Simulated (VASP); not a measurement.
# HfH2 (I4/mmm) in VASP: notebook

HfH2 is run at these levels: PBEsol; tasks: single point.

Everything below comes from runs of VASP 6.6.1. Logs are shortened: lines on timing, memory, paths and dates and some standing lists are left out, and cuts for length are marked.

### Step 1. The cell of the first run

It takes space group I4/mmm (No. 139, tetragonal). The conventional cell has a = 3.478 Å, b = 3.478 Å, c = 4.361 Å, α = 90.00°, β = 90.00°, γ = 90.00°. Hf (site symmetry 4/mmm) has 8 H at 2.05 Å within 2.7 Å. Within 2.7 Å of H (site symmetry -4m2) lie 4 Hf at 2.05 Å and 6 H at 2.18 to 2.46 Å.

### Step 2. Single point, PBEsol

The input, INCAR:

```
  PREC = Accurate
  ENCUT = 520
  EDIFF = 1E-7
  ISMEAR = 0
  SIGMA = 0.1
  LREAL = F
  LASPH = T
  NELM = 100
  ALGO = Normal
  ISIF = 2
  LWAVE = F
  LCHARG = F
  GGA = PS
  NBANDS = 13
```

The input, KPOINTS:

```
Automatic mesh
0
Gamma
  8 8 8
```

The input, POSCAR:

```
HfH2
1.0
   -1.7390000000      1.7390000000      2.1805000000
    1.7390000000     -1.7390000000      2.1805000000
    1.7390000000      1.7390000000     -2.1805000000
Hf H
1 2
Direct
    0.0000000000      0.0000000000      0.0000000000
    0.7500000000      0.2500000000      0.5000000000
    0.2500000000      0.7500000000      0.5000000000
```

Potentials or basis: VASP PAW PBE potentials, release 64 (Hf_pv, H).

Command:

```bash
> cat potpaw_PBE.64/Hf_pv/POTCAR potpaw_PBE.64/H/POTCAR > POTCAR
> mpirun -np 1 vasp_std > vasp.out
```

OUTCAR:

```text
PREC = Accurate
   ENCUT = 520
   EDIFF = 1E-7
   ISMEAR = 0
   LREAL = F
   LASPH = T
   NELM = 100
   ISIF = 2
   GGA = PS

 ion  position               nearest neighbor table
   1  0.000  0.000  0.000-   2 2.05   3 2.05   2 2.05   3 2.05   2 2.05   3 2.05   2 2.05   3 2.05

   2  0.750  0.250  0.500-   1 2.05   1 2.05   1 2.05   1 2.05
   3  0.250  0.750  0.500-   1 2.05   1 2.05   1 2.05   1 2.05

  LATTYP: Found a body centered tetragonal cell.
 ALAT       =     3.4780000000
 C/A-ratio  =     1.2538815411

  Lattice vectors:

 A1 = (  -1.7390000000,   1.7390000000,   2.1805000000)
 A2 = (   1.7390000000,  -1.7390000000,   2.1805000000)
 A3 = (   1.7390000000,   1.7390000000,  -2.1805000000)

Analysis of symmetry for initial positions (statically):
=====================================================================
 Subroutine PRICEL returns:
 Original cell was already a primitive cell.

 Routine SETGRP: Setting up the symmetry group for a
 body centered tetragonal supercell.

 Subroutine GETGRP returns: Found 16 space group operations
 (whereof 16 operations were pure point group operations)
 out of a pool of 16 trial point group operations.

The static configuration has the point symmetry D_4h.

Analysis of symmetry for dynamics (positions and initial velocities):
=====================================================================
 Subroutine PRICEL returns:
 Original cell was already a primitive cell.

 Routine SETGRP: Setting up the symmetry group for a
 body centered tetragonal supercell.

 Subroutine GETGRP returns: Found 16 space group operations
 (whereof 16 operations were pure point group operations)
 out of a pool of 16 trial point group operations.

The dynamic configuration has the point symmetry D_4h.

 Subroutine INISYM returns: Found 16 space group operations
 (whereof 16 operations are pure point group operations),
 and found     1 'primitive' translations

----------------------------------------------------------------------------------------

                                     Primitive cell

  volume of cell :      26.3764

  direct lattice vectors                    reciprocal lattice vectors
    -1.739000000  1.739000000  2.180500000     0.000000000  0.287521564  0.229305205
     1.739000000 -1.739000000  2.180500000     0.287521564  0.000000000  0.229305205
     1.739000000  1.739000000 -2.180500000     0.287521564  0.287521564  0.000000000

  length of vectors
     3.286764709  3.286764709  3.286764709     0.367762868  0.367762868  0.406616895

  position of ions in fractional coordinates (direct lattice)
     0.000000000  0.000000000  0.000000000
     0.750000000  0.250000000  0.500000000
     0.250000000  0.750000000  0.500000000

  ion indices of the primitive-cell ions
   primitive index   ion index
                 1           1
                 2           2
                 3           3

----------------------------------------------------------------------------------------

 KPOINTS: Automatic mesh

Automatic generation of k-mesh.
 Grid dimensions read from file:
 generate k-points for:    8    8    8

 Generating k-lattice:

  Cartesian coordinates                     Fractional coordinates (reciprocal lattice)
     0.000000000  0.035940196  0.028663151     0.125000000  0.000000000  0.000000000
     0.035940196  0.000000000  0.028663151     0.000000000  0.125000000  0.000000000
     0.035940196  0.035940196  0.000000000     0.000000000  0.000000000  0.125000000

  Length of vectors
     0.045970358  0.045970358  0.050827112

  Shift w.r.t. Gamma in fractional coordinates (k-lattice)
     0.000000000  0.000000000  0.000000000

 Subroutine IBZKPT returns following result:
 ===========================================

 Found     59 irreducible k-points:

 Following reciprocal coordinates:
            Coordinates               Weight
  0.000000  0.000000  0.000000      1.000000
  0.125000  0.000000  0.000000      8.000000
  0.250000  0.000000  0.000000      8.000000
  0.375000  0.000000  0.000000      8.000000
  0.500000  0.000000  0.000000      4.000000
  0.125000  0.125000  0.000000      8.000000
[... 16 lines left out ...]
  0.250000  0.125000  0.125000     16.000000
  0.375000  0.125000  0.125000      8.000000
 [... further k-points ...]
   k-points           NKPTS =     59   k-points in BZ     NKDIM =     59   number of bands    NBANDS=     13
   number of dos      NEDOS =    301   number of ions     NIONS =      3
   total plane-waves  NPLWV =  13824
   dimension x,y,z NGX =    24 NGY =   24 NGZ =   24
   dimension x,y,z NGXF=    48 NGYF=   48 NGZF=   48
   ions per type =               1   2
   NGX,Y,Z   is equivalent  to a cutoff of  12.14, 12.14, 12.14 a.u.
   NGXF,Y,Z  is equivalent  to a cutoff of  24.28, 24.28, 24.28 a.u.
 SYSTEM =  unknown system
   PREC   = accura    normal or accurate (medium, high low for compatibility)
   ISTART =      0    job   : 0-new  1-cont  2-samecut
   ICHARG =      2    charge: 1-file 2-atom 10-const
   ISPIN  =      1    spin polarized calculation?
   LNONCOLLINEAR =      F non collinear calculations
   LSORBIT =      F    spin-orbit coupling
   LASPH  =      T    aspherical Exc in radial PAW
   ENCUT  =  520.0 eV  38.22 Ry    6.18 a.u.   6.11  6.11  6.11*2*pi/ulx,y,z
   NELM   =    100;   NELMIN=  2; NELMDL= -5     # of ELM steps
   EDIFF  = 0.1E-06   stopping-criterion for ELM
   LREAL  =      F    real-space projection
   EDIFFG = 0.1E-05   stopping-criterion for IOM
   NSW    =      0    number of steps for IOM
   IBRION =     -1    ionic relax: 0-MD 1-quasi-New 2-CG
   NFREE  =      0    steps in history (QN), initial steepest desc. (CG)
   ISIF   =      2    stress and relaxation
   ISYM   =      2    0-nonsym 1-usesym 2-fastsym
   POTIM  = 0.5000    time-step for ionic-motion
   TEBEG  =    0.0;   TEEND  =   0.0 temperature during run
   PSTRESS=    0.0 pullay stress
   NELECT =      12.0000    total number of electrons
   NUPDOWN=      -1.0000    fix difference up-down
   EMIN   =  10.00;   EMAX   =-10.00  energy-range for DOS
   EFERMI =   0.00;   METHOD = LEGACY
   ISMEAR =     0;   SIGMA  =   0.10  broadening in eV -4-tet -1-fermi 0-gaus
   EFERMI_NEDOS =   21; number of points for ismear=-14 and -15
   IALGO  =     38    algorithm
   IMIX   =      4    mixing-type and parameters
     AMIX     =   0.40;   BMIX     =  1.00
     AMIX_MAG =   1.60;   BMIX_MAG =  1.00
  volume/ion in A,a.u.               =       8.79        59.33
  Fermi-wavevector in a.u.,A,eV,Ry     =   1.259109  2.379372 21.570088  1.585357
  Thomas-Fermi vector in A             =   2.392686
   LORBIT       =      0    0 simple, 1 ext, 2 COOP (PROOUT), +10 PAW based schemes
   GGA     = PS    functional components
   LHFCALC =     F    Hartree Fock is set to
   AEXX    =    0.0000 exact exchange contribution
   IVDW    =     0    specifies the selected vdW correction
   LEPSILON=     F    determine dielectric tensor
   LRPA    =     F    only Hartree local field effects (RPA)
 non-spin polarized calculation
 Gauss-broadening in eV      SIGMA  =   0.10
  energy-cutoff  :      520.00
  volume of cell :       26.38
 maximum number of plane-waves:       740
   NGX = 13   NGY = 13   NGZ = 13

 number of electron      12.0000000 magnetization

 Free energy of the ion-electron system (eV)
  ---------------------------------------------------
  ext. energy  EPLUGINS =         0.00000000
  ---------------------------------------------------
  free energy    TOTEN  =       -18.77253498 eV

  energy without entropy =      -18.77031463  energy(sigma->0) =      -18.77142481

 E-fermi :   5.1314     XC(G=0): -11.5315

 val. band max:        5.0400317976   @ k =  -0.2500   0.1250   0.0000
 cond. band min:       5.1923909475   @ k =  -0.1250   0.1250   0.0000
 fundamental gap:      0.1523591499
 Fermi energy:         5.1314010069

 k-point     1 :       0.0000    0.0000    0.0000
  band No.  band energies     occupation
      1     -25.7086      2.00000
      2     -25.7086      2.00000
      3     -25.6572      2.00000
      4      -6.0360      2.00000
      5       3.9771      2.00000
      6       4.7418      2.00000
      7       4.7418      2.00000
      8       5.5311      0.00000
      9       7.0728      0.00000
     10       8.4066      0.00000
     11      16.6125      0.00000
     12      17.0561      0.00000
     13      17.0561      0.00000

 k-point     2 :       0.1250    0.0000    0.0000
  band No.  band energies     occupation
      1     -25.7820      2.00000
      2     -25.7256      2.00000
      3     -25.6764      2.00000
      4      -5.6141      2.00000
      5       2.1290      2.00000
      6       4.9045      1.99867
      7       5.4073      0.00010
      8       6.9968      0.00000
      9       7.3773      0.00000
     10       8.1732      0.00000
     11      14.7837      0.00000
     12      17.6537      0.00000
     13      17.9510      0.00000

 k-point     3 :       0.2500    0.0000    0.0000
  band No.  band energies     occupation
      1     -25.9835      2.00000
      2     -25.7664      2.00000
      3     -25.6919      2.00000
      4      -4.5427      2.00000
      5       0.5674      2.00000
      6       4.8993      1.99897
      7       5.8635      0.00000
      8       7.5216      0.00000
      9       7.8285      0.00000
     10       9.9281      0.00000
     11      13.5745      0.00000
     12      16.2874      0.00000
     13      17.6904      0.00000

 k-point     4 :       0.3750    0.0000    0.0000
  band No.  band energies     occupation
      1     -26.1798      2.00000
      2     -25.8068      2.00000
      3     -25.7039      2.00000
      4      -3.4825      2.00000
      5      -0.0384      2.00000
      6       4.5663      2.00000
      7       5.8699      0.00000
      8       8.4811      0.00000
      9       8.9935      0.00000
     10      10.1141      0.00000
     11      12.7191      0.00000
     12      15.5703      0.00000
     13      17.6779      0.00000

 k-point     5 :       0.5000    0.0000    0.0000
  band No.  band energies     occupation
      1     -26.2589      2.00000
      2     -25.8234      2.00000
      3     -25.7087      2.00000
      4      -3.1423      2.00000
      5       0.0429      2.00000
      6       4.4050      2.00000
      7       5.7738      0.00000
      8       9.0018      0.00000
      9       9.7855      0.00000
     10      10.0331      0.00000
     11      11.4863      0.00000
     12      16.2979      0.00000
     13      17.0251      0.00000
[... 257 lines left out ...]
 k-point    22 :       0.1250    0.1250    0.1250
  band No.  band energies     occupation
      1     -26.0567      2.00000
      2     -25.8141      2.00000
      3     -25.7361      2.00000
      4      -3.6274      2.00000
      5      -0.2169      2.00000
      6       4.1968      2.00000
      7       6.6907      0.00000
      8       6.9411      0.00000
      9       9.1708      0.00000
     10      11.5971      0.00000
     11      13.7909      0.00000
     12      14.6699      0.00000
     13      16.6258      0.00000

 k-point    23 :       0.2500    0.1250    0.1250
  band No.  band energies     occupation
      1     -26.1469      2.00000
      2     -25.8950      2.00000
      3     -25.7603      2.00000
      4      -2.5252      2.00000
      5      -0.6460      2.00000
      6       3.5875      2.00000
      7       6.7058      0.00000
      8       7.9497      0.00000
      9      10.3017      0.00000
     10      11.2508      0.00000
     11      12.6658      0.00000
     12      14.0378      0.00000
     13      16.5429      0.00000

 k-point    24 :       0.3750    0.1250    0.1250
  band No.  band energies     occupation
      1     -26.1768      2.00000
      2     -25.9353      2.00000
      3     -25.7704      2.00000
      4      -2.1911      2.00000
      5      -0.5082      2.00000
      6       3.4248      2.00000
      7       6.4838      0.00000
      8       8.8312      0.00000
      9       9.8984      0.00000
     10      10.4746      0.00000
     11      12.8285      0.00000
     12      13.8872      0.00000
     13      17.7036      0.00000

 [... further k-points ...]

------------------------ aborting loop because EDIFF is reached ----------------------------------------

  FORCE on cell =-STRESS in cart. coord.  units (eV):
  Direction    XX          YY          ZZ          XY          YZ          ZX
  --------------------------------------------------------------------------------------
  -------------------------------------------------------------------------------------
  Total       -0.8850449     -0.8850449     -1.1039703      0.0000000      0.0000000      0.0000000
  in kB      -53.7601733    -53.7601733    -67.0583283      0.0000000      0.0000000      0.0000000
  external PRESSURE =     -58.1928916 kB  Pullay stress =       0.0000000 kB

 VOLUME and BASIS-vectors are now :
 -----------------------------------------------------------------------------
  energy-cutoff  :      520.00
  volume of cell :       26.38
      direct lattice vectors                 reciprocal lattice vectors
    -1.739000000  1.739000000  2.180500000     0.000000000  0.287521564  0.229305205
     1.739000000 -1.739000000  2.180500000     0.287521564  0.000000000  0.229305205
     1.739000000  1.739000000 -2.180500000     0.287521564  0.287521564  0.000000000

 POSITION                                       TOTAL-FORCE (eV/Angst)
 -----------------------------------------------------------------------------------
      0.00000      0.00000      0.00000        -0.000000     -0.000000      0.000000
     -0.00000      1.73900      1.09025         0.000000      0.000000      0.000000
      1.73900     -0.00000      1.09025        -0.000000     -0.000000     -0.000000
 -----------------------------------------------------------------------------------
    total drift:                                0.000000      0.000000      0.000000

  FREE ENERGIE OF THE ION-ELECTRON SYSTEM (eV)
  ---------------------------------------------------
  free  energy   TOTEN  =       -18.7725349805 eV

  energy  without entropy=      -18.7703146324  energy(sigma->0) =      -18.77142481
```

Run time: 10 s. Hardware: 1 thread of Intel Xeon Platinum 8559C (Emerald Rapids), shared host; peak memory 0.15 GiB.

What came out:

```yaml
Free_energy: -18.7725 eV
Pressure: -5.8 GPa
Band_gap_on_the_k_mesh: zero (bands 6 and 7 overlap by 1.06 eV)
```

Caveat: the cell stands under tension; the PAW data sets were made with another functional, which shifts forces and pressure a little; spin-orbit coupling is left out, which moves the levels of the heavy elements.

(Part 1 of 3 ends here.)
